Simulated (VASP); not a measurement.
# HfC (P6_3/mmc) in VASP: notebook, part 2 of 2

VASP 6.6.1. Earlier steps stand in the parts before.

## Step 3: Single point, PBEsol (strained)

File INCAR:

```
PREC     = Accurate       # precision mode
ENCUT    = 520            # plane-wave cutoff, eV
EDIFF    = 1E-6           # SCF threshold, eV
ISMEAR   = 0              # smearing method
SIGMA    = 0.1            # smearing width, eV
LREAL    = F              # projectors in reciprocal space
LASPH    = T              # aspherical terms in the spheres
NELM     = 80             # most SCF steps
ALGO     = Normal         # electronic algorithm
ISIF     = 2              # what is computed and relaxed
LWAVE    = F              # write WAVECAR
LCHARG   = F              # write CHGCAR
GGA      = PS             # functional
NBANDS   = 22             # bands
```

File KPOINTS:

```
regular mesh
0
Gamma
  15 15 8
```

File POSCAR:

```
HfC
1.0
    3.2576229687      0.0000000000      0.0000000000
   -1.6288114843      2.8211842469      0.0000000000
    0.0000000000      0.0000000000      5.2261262130
Hf C
2 2
Direct
    0.6666666700      0.3333333300      0.7500000000
    0.3333333300      0.6666666700      0.2500000000
    0.0000000000      0.0000000000      0.0000000000
    0.0000000000      0.0000000000      0.5000000000
```

Potentials or basis: VASP PAW PBE potentials, release 64 (Hf_pv, C).

Command:

```console
$ cat potpaw_PBE.64/Hf_pv/POTCAR potpaw_PBE.64/C/POTCAR > POTCAR
$ mpirun -np 1 vasp_std > vasp.out
```

OUTCAR:

```text
PREC = Accurate
   ENCUT = 520
   EDIFF = 1E-6
   ISMEAR = 0
   LREAL = F
   LASPH = T
   NELM = 80
   ISIF = 2
   GGA = PS

 ion  position               nearest neighbor table
   1  0.667  0.333  0.750-   3 2.29   4 2.29   3 2.29   4 2.29   3 2.29   4 2.29   2 3.22   2 3.22
                             2 3.22   2 3.22   2 3.22   2 3.22
   2  0.333  0.667  0.250-   3 2.29   4 2.29   3 2.29   4 2.29   3 2.29   4 2.29   1 3.22   1 3.22
                             1 3.22   1 3.22   1 3.22   1 3.22
   3  0.000  0.000  0.000-   1 2.29   2 2.29   1 2.29   2 2.29   1 2.29   2 2.29
   4  0.000  0.000  0.500-   1 2.29   2 2.29   1 2.29   2 2.29   1 2.29   2 2.29

  LATTYP: Found a hexagonal cell.
 ALAT       =     3.2576229687
 C/A-ratio  =     1.6042759593

  Lattice vectors:

 A1 = (   3.2576229687,   0.0000000000,   0.0000000000)
 A2 = (  -1.6288114843,   2.8211842469,   0.0000000000)
 A3 = (   0.0000000000,   0.0000000000,   5.2261262130)

Analysis of symmetry for initial positions (statically):
=====================================================================
 Subroutine PRICEL returns:
 Original cell was already a primitive cell.

 Routine SETGRP: Setting up the symmetry group for a
 hexagonal supercell.

 Subroutine GETGRP returns: Found 24 space group operations
 (whereof 12 operations were pure point group operations)
 out of a pool of 24 trial point group operations.

The static configuration has the point symmetry D_3d.
 The point group associated with its full space group is D_6h.

Analysis of symmetry for dynamics (positions and initial velocities):
=====================================================================
 Subroutine PRICEL returns:
 Original cell was already a primitive cell.

 Routine SETGRP: Setting up the symmetry group for a
 hexagonal supercell.

 Subroutine GETGRP returns: Found 24 space group operations
 (whereof 12 operations were pure point group operations)
 out of a pool of 24 trial point group operations.

The dynamic configuration has the point symmetry D_3d.
 The point group associated with its full space group is D_6h.

 Subroutine INISYM returns: Found 24 space group operations
 (whereof 12 operations are pure point group operations),
 and found     1 'primitive' translations

----------------------------------------------------------------------------------------

                                     Primitive cell

  volume of cell :      48.0300

  direct lattice vectors                    reciprocal lattice vectors
     3.257622969  0.000000000  0.000000000     0.306972295  0.177230537  0.000000000
    -1.628811484  2.821184247  0.000000000     0.000000000  0.354461075  0.000000000
     0.000000000  0.000000000  5.226126213     0.000000000  0.000000000  0.191346316

  length of vectors
     3.257622969  3.257622969  5.226126213     0.354461075  0.354461075  0.191346316

  position of ions in fractional coordinates (direct lattice)
     0.666666670  0.333333330  0.750000000
     0.333333330  0.666666670  0.250000000
     0.000000000  0.000000000  0.000000000
     0.000000000  0.000000000  0.500000000

  ion indices of the primitive-cell ions
   primitive index   ion index
                 1           1
                 2           2
                 3           3
                 4           4

----------------------------------------------------------------------------------------

 KPOINTS: regular mesh

Automatic generation of k-mesh.
 Grid dimensions read from file:
 generate k-points for:   15   15    8

 Generating k-lattice:

  Cartesian coordinates                     Fractional coordinates (reciprocal lattice)
     0.020464820  0.011815369  0.000000000     0.066666667  0.000000000  0.000000000
     0.000000000  0.023630738  0.000000000     0.000000000  0.066666667  0.000000000
     0.000000000  0.000000000  0.023918290     0.000000000  0.000000000  0.125000000

  Length of vectors
     0.023630738  0.023630738  0.023918290

  Shift w.r.t. Gamma in fractional coordinates (k-lattice)
     0.000000000  0.000000000  0.000000000

 Subroutine IBZKPT returns following result:
 ===========================================

 Found    135 irreducible k-points:

 Following reciprocal coordinates:
            Coordinates               Weight
  0.000000  0.000000  0.000000      1.000000
  0.066667 -0.000000  0.000000      6.000000
  0.133333  0.000000  0.000000      6.000000
  0.200000  0.000000  0.000000      6.000000
  0.266667  0.000000  0.000000      6.000000
  0.333333 -0.000000  0.000000      6.000000
[... 16 lines left out ...]
  0.333333  0.200000  0.000000     12.000000
  0.400000  0.200000  0.000000      6.000000
 [... further k-points ...]
   k-points           NKPTS =    135   k-points in BZ     NKDIM =    135   number of bands    NBANDS=     22
   number of dos      NEDOS =    301   number of ions     NIONS =      4
   total plane-waves  NPLWV =  23040
   dimension x,y,z NGX =    24 NGY =   24 NGZ =   40
   dimension x,y,z NGXF=    48 NGYF=   48 NGZF=   80
   ions per type =               2   2
   NGX,Y,Z   is equivalent  to a cutoff of  12.25, 12.25, 12.72 a.u.
   NGXF,Y,Z  is equivalent  to a cutoff of  24.50, 24.50, 25.45 a.u.
 SYSTEM =  unknown system
   PREC   = accura    normal or accurate (medium, high low for compatibility)
   ISTART =      0    job   : 0-new  1-cont  2-samecut
   ICHARG =      2    charge: 1-file 2-atom 10-const
   ISPIN  =      1    spin polarized calculation?
   LNONCOLLINEAR =      F non collinear calculations
   LSORBIT =      F    spin-orbit coupling
   LASPH  =      T    aspherical Exc in radial PAW
   ENCUT  =  520.0 eV  38.22 Ry    6.18 a.u.   6.06  6.06  9.72*2*pi/ulx,y,z
   NELM   =     80;   NELMIN=  2; NELMDL= -5     # of ELM steps
   EDIFF  = 0.1E-05   stopping-criterion for ELM
   LREAL  =      F    real-space projection
[... 7 lines left out ...]
   TEBEG  =    0.0;   TEEND  =   0.0 temperature during run
   PSTRESS=    0.0 pullay stress
   NELECT =      28.0000    total number of electrons
   NUPDOWN=      -1.0000    fix difference up-down
   EMIN   =  10.00;   EMAX   =-10.00  energy-range for DOS
   EFERMI =   0.00;   METHOD = LEGACY
   ISMEAR =     0;   SIGMA  =   0.10  broadening in eV -4-tet -1-fermi 0-gaus
   EFERMI_NEDOS =   21; number of points for ismear=-14 and -15
   IALGO  =     38    algorithm
   IMIX   =      4    mixing-type and parameters
     AMIX     =   0.40;   BMIX     =  1.00
     AMIX_MAG =   1.60;   BMIX_MAG =  1.00
  volume/ion in A,a.u.               =      12.01        81.03
  Fermi-wavevector in a.u.,A,eV,Ry     =   1.367593  2.584376 25.447111  1.870310
  Thomas-Fermi vector in A             =   2.493632
   LORBIT       =      0    0 simple, 1 ext, 2 COOP (PROOUT), +10 PAW based schemes
   GGA     = PS    functional components
   LHFCALC =     F    Hartree Fock is set to
   AEXX    =    0.0000 exact exchange contribution
   IVDW    =     0    specifies the selected vdW correction
   LEPSILON=     F    determine dielectric tensor
   LRPA    =     F    only Hartree local field effects (RPA)
 non-spin polarized calculation
 Gauss-broadening in eV      SIGMA  =   0.10
  energy-cutoff  :      520.00
  volume of cell :       48.03
 maximum number of plane-waves:      1317
   NGX = 13   NGY = 13   NGZ = 19

 number of electron      27.9999993 magnetization

 Free energy of the ion-electron system (eV)
  ---------------------------------------------------
  ext. energy  EPLUGINS =         0.00000000
  ---------------------------------------------------
  free energy    TOTEN  =       -43.63149323 eV

  energy without entropy =      -43.62913602  energy(sigma->0) =      -43.63031462

 E-fermi :   6.6189     XC(G=0): -12.6456

 val. band max:        6.6125041842   @ k =   0.2667   0.2000   0.2500
 cond. band min:       6.6277843312   @ k =   0.2667   0.2667   0.1250
 fundamental gap:      0.0152801470
 Fermi energy:         6.6189490724

 k-point     1 :       0.0000    0.0000    0.0000
  band No.  band energies     occupation
      1     -23.8403      2.00000
      2     -23.1408      2.00000
      3     -23.1408      2.00000
      4     -23.0523      2.00000
      5     -23.0523      2.00000
      6     -22.9975      2.00000
[... 574 lines left out ...]
      6     -23.2232      2.00000
[... 14 lines left out ...]
     21      14.1087      0.00000
     22      14.5020      0.00000

 [... further k-points ...]

------------------------ aborting loop because EDIFF is reached ----------------------------------------

  FORCE on cell =-STRESS in cart. coord.  units (eV):
  Direction    XX          YY          ZZ          XY          YZ          ZX
  --------------------------------------------------------------------------------------
  -------------------------------------------------------------------------------------
  Total        1.7239537      1.7239537     -0.0701993      0.0000000      0.0000000      0.0000000
  in kB       57.5074391     57.5074391     -2.3416992      0.0000000      0.0000000      0.0000000
  external PRESSURE =      37.5577263 kB  Pullay stress =       0.0000000 kB

 VOLUME and BASIS-vectors are now :
 -----------------------------------------------------------------------------
  energy-cutoff  :      520.00
  volume of cell :       48.03
      direct lattice vectors                 reciprocal lattice vectors
     3.257622969  0.000000000  0.000000000     0.306972295  0.177230537  0.000000000
    -1.628811484  2.821184247  0.000000000     0.000000000  0.354461075  0.000000000
     0.000000000  0.000000000  5.226126213     0.000000000  0.000000000  0.191346316

 POSITION                                       TOTAL-FORCE (eV/Angst)
 -----------------------------------------------------------------------------------
      1.62881      0.94039      3.91959        -0.000000      0.000000      0.000000
     -0.00000      1.88079      1.30653        -0.000000     -0.000000      0.000000
      0.00000      0.00000      0.00000         0.000000      0.000000      0.000000
      0.00000      0.00000      2.61306         0.000000      0.000000      0.000000
 -----------------------------------------------------------------------------------
    total drift:                               -0.000003      0.000002     -0.000000

  FREE ENERGIE OF THE ION-ELECTRON SYSTEM (eV)
  ---------------------------------------------------
  free  energy   TOTEN  =       -43.6314932265 eV

  energy  without entropy=      -43.6291360210  energy(sigma->0) =      -43.63031462
```

Run time: 61 s. Hardware: 1 thread of Intel Xeon Platinum 8488C (Sapphire Rapids), shared host; peak memory 0.25 GiB.

Results:

```yaml
Free_energy: -43.6315 eV
Pressure: 3.8 GPa
Band_gap_on_the_k_mesh: zero (band 14 reaches 7.58 eV, above the bottom of band 15 at 6.22 eV)
```

Stress tensor (GPa, compression positive):
```
 5.75  0.00  0.00
 0.00  5.75  0.00
 0.00  0.00 -0.23
```

Caveat: the cell differs from its parent crystal (strained); the PAW data sets were made with another functional, which shifts forces and pressure a little; spin-orbit coupling is left out, which moves the levels of the heavy elements.

## Step 4: Single point, PBEsol (strained)

File INCAR:

```
SYSTEM = HfC
PREC = Accurate
ENCUT = 520
EDIFF = 1E-6
ISMEAR = 0
SIGMA = 0.1
LREAL = .FALSE.
LASPH = .TRUE.
NELM = 80
ALGO = Normal
ISIF = 2
LWAVE = .FALSE.
LCHARG = .TRUE.
GGA = PS
LELF = .TRUE.
LVHAR = .TRUE.
NBANDS = 22
```

File KPOINTS:

```
regular mesh
0
G
  15 15 8
  0 0 0
```

File POSCAR:

```
HfC
1.0
    3.4613706547      0.0000000000      0.0000000000
   -1.7306853273      2.9976349188      0.0000000000
    0.0000000000      0.0000000000      4.9189059513
Hf C
2 2
Direct
    0.6666666700      0.3333333300      0.7500000000
    0.3333333300      0.6666666700      0.2500000000
    0.0000000000      0.0000000000      0.0000000000
    0.0000000000      0.0000000000      0.5000000000
```

Command:

```console
$ cat potpaw_PBE.64/Hf_pv/POTCAR potpaw_PBE.64/C/POTCAR > POTCAR
$ mpirun -np 1 vasp_std > vasp.out
```

It took 98 s on 1 thread of Intel Xeon Platinum 8488C (Sapphire Rapids), shared host; peak memory 0.27 GiB.

The run converged. Its results:

```yaml
Free_energy: -43.3523 eV
Pressure: -11.8 GPa
Band_gap_on_the_k_mesh: zero (band 14 reaches 7.08 eV, above the bottom of band 15 at 6.18 eV)
```

Stress tensor (GPa, compression positive):
```
-18.47   0.00   0.00
  0.00 -18.47   0.00
  0.00   0.00   1.62
```

Levels at points of the mesh, in eV from the Fermi level:
| k point | band 12 | band 13 | band 14 | band 15 | band 16 | band 17 |
| --- | --- | --- | --- | --- | --- | --- |
| (0.00, 0.00, 0.00) | -1.58 | -1.58 | 0.66 | 1.13 | 1.13 | 1.15 |
| (0.00, 0.00, 0.50) | -3.31 | -2.69 | -2.69 | 3.62 | 3.62 | 3.81 |

Caveat: the cell differs from its parent crystal (strained); the PAW data sets were made with another functional, which shifts forces and pressure a little; spin-orbit coupling is left out, which moves the levels of the heavy elements.

## Step 5: Single point, PBEsol (strained)

File INCAR:

```
SYSTEM = HfC
PREC = Accurate
ENCUT = 520
EDIFF = 1E-7
ISMEAR = 0
SIGMA = 0.1
LREAL = .FALSE.
LASPH = .TRUE.
NELM = 100
ALGO = Normal
ISIF = 2
LWAVE = .FALSE.
LCHARG = .FALSE.
GGA = PS
NBANDS = 22
```

File KPOINTS:

```
Automatic mesh
0
G
  15 15 8
  0 0 0
```

File POSCAR:

```
HfC
1.0
    3.4806589918      0.0000000000      0.0000000000
   -1.7403294959      3.0143391088      0.0000000000
    0.0000000000      0.0000000000      5.4952105811
Hf C
2 2
Direct
    0.6666666700      0.3333333300      0.7500000000
    0.3333333300      0.6666666700      0.2500000000
    0.0000000000      0.0000000000      0.0000000000
    0.0000000000      0.0000000000      0.5000000000
```

Command:

```console
$ cat potpaw_PBE.64/Hf_pv/POTCAR potpaw_PBE.64/C/POTCAR > POTCAR
$ mpirun -np 1 vasp_std > vasp.out
```

Run time: 3.6 min. Hardware: 1 thread of Intel Xeon Platinum 8488C (Sapphire Rapids), shared host; peak memory 0.29 GiB.

Results (log left out):

| Item | Value |
| --- | --- |
| Free energy | -42.6837 eV |
| Pressure | -30.1 GPa |
| Band gap on the k mesh | zero (band 14 reaches 6.17 eV, above the bottom of band 15 at 4.99 eV) |

Levels at points of the mesh, in eV from the Fermi level:
| k point | band 12 | band 13 | band 14 | band 15 | band 16 | band 17 |
| --- | --- | --- | --- | --- | --- | --- |
| (0.00, 0.00, 0.00) | -1.10 | -1.10 | 0.79 | 1.21 | 1.21 | 1.65 |
| (0.00, 0.00, 0.50) | -2.34 | -2.34 | -2.34 | 3.16 | 3.16 | 3.26 |

Caveat: the cell differs from its parent crystal (strained); the PAW data sets were made with another functional, which shifts forces and pressure a little; spin-orbit coupling is left out, which moves the levels of the heavy elements.

## Step 6: Overview

| level | potentials or basis | cell | gap on the mesh (eV) | pressure (GPa) |
| --- | --- | --- | --- | --- |
| LDA | VASP PAW LDA potentials, release 64 (Hf_pv, C) | a = 3.145, b = 3.145, c = 5.362 Å, angles 90.0, 90.0, 120.0°, 4 atoms | none | 11.9 |
| PBEsol | VASP PAW PBE potentials, release 64 (Hf_pv, C) | a = 3.258, b = 3.258, c = 5.226 Å, angles 90.0, 90.0, 120.0°, 4 atoms | none | 3.8 |
| PBEsol | VASP PAW PBE potentials, release 64 (Hf_pv, C) | a = 3.461, b = 3.461, c = 4.919 Å, angles 90.0, 90.0, 120.0°, 4 atoms | none | -11.8 |
| PBEsol | VASP PAW PBE potentials, release 64 (Hf_pv, C) | a = 3.481, b = 3.481, c = 5.495 Å, angles 90.0, 90.0, 120.0°, 4 atoms | none | -30.1 |

Alike in all rows: task single point; no spin polarisation; k mesh 15 × 15 × 8; cutoff (eV) 520; smearing gaussian 0.1 eV.

Caveats: spin-orbit coupling is left out, which moves the levels of the heavy elements; the PAW data sets were made with another functional, which shifts forces and pressure a little (some runs).

Absolute energies hang on the potentials; compare differences alone.
